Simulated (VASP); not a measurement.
The system is Al3P2.

```
Al P
1.0
     4.25388    0.00000    0.00000
    -2.12694    3.68397    0.00000
     0.00000    0.00000    5.22361
Al P
3 2
Cartesian
  0.0000 0.0000 3.8937
  0.0000 0.0000 1.3299
  2.1269 1.2280 0.0000
  2.1269 1.2280 2.6118
  0.0000 2.4560 0.0000
```

The cell was generated, and may not be a known phase.

- Program: VASP 6.6.1
- Task: relaxation of cell and atoms
- Functional: PBE
- Potentials or basis: VASP PAW PBE potentials, release 64 (Al, P)
- Cutoff: 600 eV
- k mesh: 12 × 12 × 8
- Occupations: gaussian, width 0.1 eV
- Spin: no spin polarisation

At the start: pressure 3.2 GPa; volume 16.37 Å³/atom.

**Question.** How do energy, volume and symmetry change on relaxing?

**Answer.** Over 30 steps the energy falls by 57.6 meV/atom and the volume is 18.03 Å³/atom (+10.1 %); space group P-6m2 (No. 187, to 0.1 Å) before and after.

Step by step:
| step | energy change (eV) | largest force (eV/Å) | pressure (GPa) | volume (Å³) |
| --- | --- | --- | --- | --- |
| 1 | 0.0000 | 0.2876 | 3.18 | 81.86 |
| 2 | -0.0797 | 0.2243 | -0.60 | 85.75 |
| 3 | -0.0831 | 0.2200 | -1.56 | 86.94 |
| 4 | -0.1194 | 0.1957 | -0.70 | 86.08 |
| 5 | -0.1707 | 0.1286 | 1.71 | 84.02 |
| 6 | -0.0136 | 0.1727 | 10.02 | 79.40 |
| 7 | -0.1836 | 0.0564 | 3.05 | 83.10 |
| 8 | -0.1829 | 0.0688 | 3.81 | 82.65 |
| 9 | -0.1952 | 0.0958 | 3.85 | 82.90 |
| 10 | -0.2167 | 0.0472 | 4.01 | 83.59 |
| 11 | -0.2171 | 0.0448 | 4.70 | 84.77 |
| 12 | -0.2646 | 0.0189 | 2.55 | 87.26 |
| 13 | -0.2849 | 0.1241 | -0.34 | 91.22 |
| 14 | -0.2858 | 0.1062 | 0.10 | 90.56 |
| 15 | -0.2857 | 0.1030 | 0.18 | 90.45 |
| 16 | -0.2868 | 0.0613 | 0.15 | 90.43 |
| 17 | -0.2876 | 0.0232 | 0.09 | 90.38 |
| 18 | -0.2877 | 0.0182 | 0.01 | 90.47 |
| 19 | -0.2877 | 0.0116 | -0.09 | 90.58 |
| 20 | -0.2877 | 0.0144 | -0.05 | 90.53 |
| 21 | -0.2877 | 0.0106 | -0.04 | 90.51 |
| 22 | -0.2878 | 0.0008 | -0.03 | 90.45 |
| 23 | -0.2878 | 0.0235 | -0.01 | 90.32 |
| 24 | -0.2878 | 0.0231 | -0.01 | 90.31 |
| 25 | -0.2879 | 0.0218 | 0.00 | 90.26 |
| 26 | -0.2879 | 0.0195 | 0.01 | 90.16 |
| 27 | -0.2879 | 0.0155 | 0.03 | 89.96 |
| 28 | -0.2880 | 0.0176 | 0.02 | 90.08 |
| 29 | -0.2880 | 0.0113 | 0.00 | 90.11 |
| 30 | -0.2880 | 0.0022 | -0.02 | 90.14 |

Final structure:
```cif
data_structure
_symmetry_space_group_name_H-M 'P 1'
_symmetry_Int_Tables_number 1
_cell_length_a 3.9917
_cell_length_b 3.9917
_cell_length_c 6.5326
_cell_angle_alpha 90.000
_cell_angle_beta 90.000
_cell_angle_gamma 120.000
_cell_volume 90.14
loop_
_atom_site_label
_atom_site_type_symbol
_atom_site_fract_x
_atom_site_fract_y
_atom_site_fract_z
_atom_site_occupancy
Al1 Al 0.00000 0.00000 0.71374 1
Al2 Al 0.00000 0.00000 0.28626 1
Al3 Al 0.66667 0.33333 0.00000 1
P1 P 0.66667 0.33333 0.50000 1
P2 P 0.33333 0.66667 0.00000 1
```

Caveat: a cell axis changed by over 15 % at a fixed basis, so the end point is rough.
